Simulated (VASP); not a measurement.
# Cd (P6_3/mmc) in VASP: single point with PBE

Aim: the single point of Cd with PBE.

All numbers are computed with VASP 6.6.1; they aren't measurements. Logs are shortened: lines on timing, memory, paths and dates and some standing lists are left out, and cuts for length are marked.

### 1 The cell of the first run

It takes space group P6_3/mmc (No. 194, hexagonal). The conventional cell has a = 3.321 Å, b = 3.321 Å, c = 5.471 Å, α = 90.00°, β = 90.00°, γ = 120.00°. Within 4.4 Å of Cd (site symmetry -6m2) lie 12 Cd at 3.32 to 3.34 Å.

### 2 Single point, PBE (Mg replaced by Cd, lengths x 1.013, strained)

Contents of INCAR:

```
  PREC = Accurate
  ENCUT = 520
  EDIFF = 1E-6
  ISMEAR = 0
  SIGMA = 0.1
  LREAL = F
  LASPH = T
  NELM = 100
  ALGO = Fast
  ISIF = 2
  LWAVE = F
  LCHARG = T
  GGA = PE
  LELF = T
  LVHAR = T
  NBANDS = 19
```

Contents of KPOINTS:

```
Automatic mesh
0
Gamma
  15 15 8
```

Contents of POSCAR:

```
Cd
1.0
    3.3212262188      0.0000000000      0.0000000000
   -1.6606131094      2.8762662772      0.0000000000
    0.0000000000      0.0000000000      5.4712438154
Cd
2
Direct
    0.3333333333      0.6666666667      0.2500000000
    0.6666666667      0.3333333333      0.7500000000
```

Potentials or basis: VASP PAW PBE potentials, release 64 (Cd).

On the command line:

```sh
$ cat potpaw_PBE.64/Cd/POTCAR > POTCAR
$ mpirun -np 1 vasp_std > vasp.out
```

OUTCAR:

```text
PREC = Accurate
   ENCUT = 520
   EDIFF = 1E-6
   ISMEAR = 0
   LREAL = F
   LASPH = T
   NELM = 100
   ISIF = 2
   GGA = PE

 ion  position               nearest neighbor table
   1  0.333  0.667  0.250-   2 3.34   2 3.34   2 3.34   2 3.34   2 3.34   2 3.34
   2  0.667  0.333  0.750-   1 3.34   1 3.34   1 3.34   1 3.34   1 3.34   1 3.34

  LATTYP: Found a hexagonal cell.
 ALAT       =     3.3212262188
 C/A-ratio  =     1.6473565650

  Lattice vectors:

 A1 = (   3.3212262188,   0.0000000000,   0.0000000000)
 A2 = (  -1.6606131094,   2.8762662772,   0.0000000000)
 A3 = (   0.0000000000,   0.0000000000,   5.4712438154)

Analysis of symmetry for initial positions (statically):
=====================================================================
 Subroutine PRICEL returns:
 Original cell was already a primitive cell.

 Routine SETGRP: Setting up the symmetry group for a
 hexagonal supercell.

 Subroutine GETGRP returns: Found 24 space group operations
 (whereof 12 operations were pure point group operations)
 out of a pool of 24 trial point group operations.

The static configuration has the point symmetry D_3d.
 The point group associated with its full space group is D_6h.

Analysis of symmetry for dynamics (positions and initial velocities):
=====================================================================
 Subroutine PRICEL returns:
 Original cell was already a primitive cell.

 Routine SETGRP: Setting up the symmetry group for a
 hexagonal supercell.

 Subroutine GETGRP returns: Found 24 space group operations
 (whereof 12 operations were pure point group operations)
 out of a pool of 24 trial point group operations.

The dynamic configuration has the point symmetry D_3d.
 The point group associated with its full space group is D_6h.

 Subroutine INISYM returns: Found 24 space group operations
 (whereof 12 operations are pure point group operations),
 and found     1 'primitive' translations

----------------------------------------------------------------------------------------

                                     Primitive cell

  volume of cell :      52.2653

  direct lattice vectors                    reciprocal lattice vectors
     3.321226219  0.000000000  0.000000000     0.301093612  0.173836478  0.000000000
    -1.660613109  2.876266277  0.000000000     0.000000000  0.347672956  0.000000000
     0.000000000  0.000000000  5.471243815     0.000000000  0.000000000  0.182773796

  length of vectors
     3.321226219  3.321226219  5.471243815     0.347672956  0.347672956  0.182773796

  position of ions in fractional coordinates (direct lattice)
     0.333333333  0.666666667  0.250000000
     0.666666667  0.333333333  0.750000000

  ion indices of the primitive-cell ions
   primitive index   ion index
                 1           1
                 2           2

----------------------------------------------------------------------------------------

 KPOINTS: Automatic mesh

Automatic generation of k-mesh.
 Grid dimensions read from file:
 generate k-points for:   15   15    8

 Generating k-lattice:

  Cartesian coordinates                     Fractional coordinates (reciprocal lattice)
     0.020072907  0.011589099  0.000000000     0.066666667  0.000000000  0.000000000
     0.000000000  0.023178197  0.000000000     0.000000000  0.066666667  0.000000000
     0.000000000  0.000000000  0.022846724     0.000000000  0.000000000  0.125000000

  Length of vectors
     0.023178197  0.023178197  0.022846724

  Shift w.r.t. Gamma in fractional coordinates (k-lattice)
     0.000000000  0.000000000  0.000000000

 Subroutine IBZKPT returns following result:
 ===========================================

 Found    135 irreducible k-points:

 Following reciprocal coordinates:
            Coordinates               Weight
  0.000000  0.000000  0.000000      1.000000
  0.066667 -0.000000  0.000000      6.000000
  0.133333  0.000000  0.000000      6.000000
  0.200000 -0.000000  0.000000      6.000000
  0.266667  0.000000  0.000000      6.000000
  0.333333 -0.000000  0.000000      6.000000
[... 16 lines left out ...]
  0.333333  0.200000  0.000000     12.000000
  0.400000  0.200000  0.000000      6.000000
 [... further k-points ...]
   k-points           NKPTS =    135   k-points in BZ     NKDIM =    135   number of bands    NBANDS=     19
   number of dos      NEDOS =    301   number of ions     NIONS =      2
   total plane-waves  NPLWV =  32928
   dimension x,y,z NGX =    28 NGY =   28 NGZ =   42
   dimension x,y,z NGXF=    56 NGYF=   56 NGZF=   84
   ions per type =               2
   NGX,Y,Z   is equivalent  to a cutoff of  14.02, 14.02, 12.76 a.u.
   NGXF,Y,Z  is equivalent  to a cutoff of  28.03, 28.03, 25.52 a.u.
 SYSTEM =  unknown system
   PREC   = accura    normal or accurate (medium, high low for compatibility)
   ISTART =      0    job   : 0-new  1-cont  2-samecut
   ICHARG =      2    charge: 1-file 2-atom 10-const
   ISPIN  =      1    spin polarized calculation?
   LNONCOLLINEAR =      F non collinear calculations
   LSORBIT =      F    spin-orbit coupling
   LASPH  =      T    aspherical Exc in radial PAW
   ENCUT  =  520.0 eV  38.22 Ry    6.18 a.u.   6.18  6.18 10.17*2*pi/ulx,y,z
   NELM   =    100;   NELMIN=  2; NELMDL= -5     # of ELM steps
   EDIFF  = 0.1E-05   stopping-criterion for ELM
   LREAL  =      F    real-space projection
   EDIFFG = 0.1E-04   stopping-criterion for IOM
   NSW    =      0    number of steps for IOM
   IBRION =     -1    ionic relax: 0-MD 1-quasi-New 2-CG
   NFREE  =      0    steps in history (QN), initial steepest desc. (CG)
   ISIF   =      2    stress and relaxation
   ISYM   =      2    0-nonsym 1-usesym 2-fastsym
   POTIM  = 0.5000    time-step for ionic-motion
   TEBEG  =    0.0;   TEEND  =   0.0 temperature during run
   PSTRESS=    0.0 pullay stress
   NELECT =      24.0000    total number of electrons
   NUPDOWN=      -1.0000    fix difference up-down
   EMIN   =  10.00;   EMAX   =-10.00  energy-range for DOS
   EFERMI =   0.00;   METHOD = LEGACY
   ISMEAR =     0;   SIGMA  =   0.10  broadening in eV -4-tet -1-fermi 0-gaus
   EFERMI_NEDOS =   21; number of points for ismear=-14 and -15
   IALGO  =     68    algorithm
   IMIX   =      4    mixing-type and parameters
     AMIX     =   0.40;   BMIX     =  1.00
     AMIX_MAG =   1.60;   BMIX_MAG =  1.00
  volume/ion in A,a.u.               =      26.13       176.35
  Fermi-wavevector in a.u.,A,eV,Ry     =   1.263012  2.386746 21.703994  1.595199
  Thomas-Fermi vector in A             =   2.396390
   LORBIT       =      0    0 simple, 1 ext, 2 COOP (PROOUT), +10 PAW based schemes
   GGA     = PE    functional components
   LHFCALC =     F    Hartree Fock is set to
   AEXX    =    0.0000 exact exchange contribution
   IVDW    =     0    specifies the selected vdW correction
   LEPSILON=     F    determine dielectric tensor
   LRPA    =     F    only Hartree local field effects (RPA)
 non-spin polarized calculation
 RMM-DIIS sequential band-by-band and
 Gauss-broadening in eV      SIGMA  =   0.10
  energy-cutoff  :      520.00
  volume of cell :       52.27
 maximum number of plane-waves:      1424
 NGX is ok and might be reduce to    28
   NGX = 13   NGY = 13   NGZ = 21

 number of electron      24.0000007 magnetization

 Free energy of the ion-electron system (eV)
  ---------------------------------------------------
  ext. energy  EPLUGINS =         0.00000000
  ---------------------------------------------------
  free energy    TOTEN  =        -1.37980659 eV

  energy without entropy =       -1.37566839  energy(sigma->0) =       -1.37773749

 E-fermi :   1.7446     XC(G=0): -10.0661

 val. band max:        1.7254038825   @ k =   0.4000   0.2000   0.5000
 cond. band min:       1.7524260390   @ k =   0.2667   0.0000   0.0000
 fundamental gap:      0.0270221565
 Fermi energy:         1.7445891943

 k-point     1 :       0.0000    0.0000    0.0000
  band No.  band energies     occupation
      1      -7.3601      2.00000
      2      -7.0900      2.00000
      3      -7.0380      2.00000
      4      -7.0380      2.00000
      5      -6.9800      2.00000
      6      -6.9800      2.00000
[... 11 lines left out ...]
     18      14.4709      0.00000
     19      14.6008      0.00000

 k-point     2 :       0.0667   -0.0000    0.0000
  band No.  band energies     occupation
      1      -7.3409      2.00000
      2      -7.1005      2.00000
      3      -7.0239      2.00000
      4      -7.0162      2.00000
      5      -6.9840      2.00000
      6      -6.9599      2.00000
[... 11 lines left out ...]
     18      15.0239      0.00000
     19      15.3949      0.00000

 k-point     3 :       0.1333    0.0000    0.0000
  band No.  band energies     occupation
      1      -7.3009      2.00000
      2      -7.1195      2.00000
      3      -7.0132      2.00000
      4      -6.9682      2.00000
      5      -6.9540      2.00000
      6      -6.9253      2.00000
[... 11 lines left out ...]
     18      14.4610      0.00000
     19      15.4136      0.00000

 k-point     4 :       0.2000   -0.0000    0.0000
  band No.  band energies     occupation
      1      -7.2981      2.00000
      2      -7.1105      2.00000
      3      -7.0322      2.00000
      4      -7.0014      2.00000
      5      -6.9397      2.00000
      6      -6.9017      2.00000
[... 11 lines left out ...]
     18      12.8428      0.00000
     19      14.8843      0.00000

 k-point     5 :       0.2667    0.0000    0.0000
  band No.  band energies     occupation
      1      -7.3453      2.00000
      2      -7.1310      2.00000
      3      -7.0991      2.00000
      4      -6.9916      2.00000
      5      -6.9789      2.00000
      6      -6.8158      2.00000
[... 11 lines left out ...]
     18      12.1558      0.00000
     19      14.1019      0.00000
[... 334 lines left out ...]
      2      -7.2022      2.00000
      3      -7.1957      2.00000
      4      -7.0441      2.00000
      5      -6.9164      2.00000
      6      -6.8327      2.00000
[... 11 lines left out ...]
     18      10.2821      0.00000
     19      11.4725      0.00000

 k-point    22 :       0.2667    0.2000    0.0000
  band No.  band energies     occupation
      1      -7.2641      2.00000
      2      -7.2473      2.00000
      3      -7.1490      2.00000
      4      -7.0527      2.00000
      5      -6.8853      2.00000
      6      -6.8749      2.00000
[... 11 lines left out ...]
     18       9.4403      0.00000
     19      10.8264      0.00000

 k-point    23 :       0.3333    0.2000    0.0000
  band No.  band energies     occupation
      1      -7.3098      2.00000
      2      -7.2752      2.00000
      3      -7.1116      2.00000
      4      -7.0481      2.00000
      5      -6.9129      2.00000
      6      -6.8581      2.00000
[... 11 lines left out ...]
     18       9.1341      0.00000
     19      10.5238      0.00000

 k-point    24 :       0.4000    0.2000    0.0000
  band No.  band energies     occupation
      1      -7.3257      2.00000
      2      -7.2852      2.00000
      3      -7.0998      2.00000
      4      -7.0428      2.00000
      5      -6.9298      2.00000
      6      -6.8376      2.00000
[... 11 lines left out ...]
     18       9.0321      0.00000
     19      10.4303      0.00000

 [... further k-points ...]
[... 5 lines left out ...]
  --------------------------------------------------------------------------------------
  -------------------------------------------------------------------------------------
  Total       -1.1698305     -1.1698305     -1.1654181      0.0000000      0.0000000      0.0000000
  in kB      -35.8607933    -35.8607933    -35.7255327      0.0000000      0.0000000      0.0000000
  external PRESSURE =     -35.8157064 kB  Pullay stress =       0.0000000 kB

 VOLUME and BASIS-vectors are now :
 -----------------------------------------------------------------------------
  energy-cutoff  :      520.00
  volume of cell :       52.27
      direct lattice vectors                 reciprocal lattice vectors
     3.321226219  0.000000000  0.000000000     0.301093612  0.173836478  0.000000000
    -1.660613109  2.876266277  0.000000000     0.000000000  0.347672956  0.000000000
     0.000000000  0.000000000  5.471243815     0.000000000  0.000000000  0.182773796

 POSITION                                       TOTAL-FORCE (eV/Angst)
 -----------------------------------------------------------------------------------
     -0.00000      1.91751      1.36781        -0.000000      0.000000     -0.000000
      1.66061      0.95876      4.10343         0.000000     -0.000000      0.000000
 -----------------------------------------------------------------------------------
    total drift:                               -0.000000      0.000000      0.000000

  FREE ENERGIE OF THE ION-ELECTRON SYSTEM (eV)
  ---------------------------------------------------
  free  energy   TOTEN  =        -1.3798065932 eV

  energy  without entropy=       -1.3756683878  energy(sigma->0) =       -1.37773749
```

Run time: 41 s. Hardware: 1 thread of Intel Xeon 6975P-C (Granite Rapids), shared host; peak memory 0.24 GiB.

Results:

```
Free energy            : -1.3798 eV
Pressure               : -3.6 GPa
Band gap on the k mesh : zero (bands 12 and 13 overlap by 2.59 eV)
```

Caveat: the cell differs from its parent crystal (Mg replaced by Cd, lengths x 1.013, strained); the cell stands under tension.
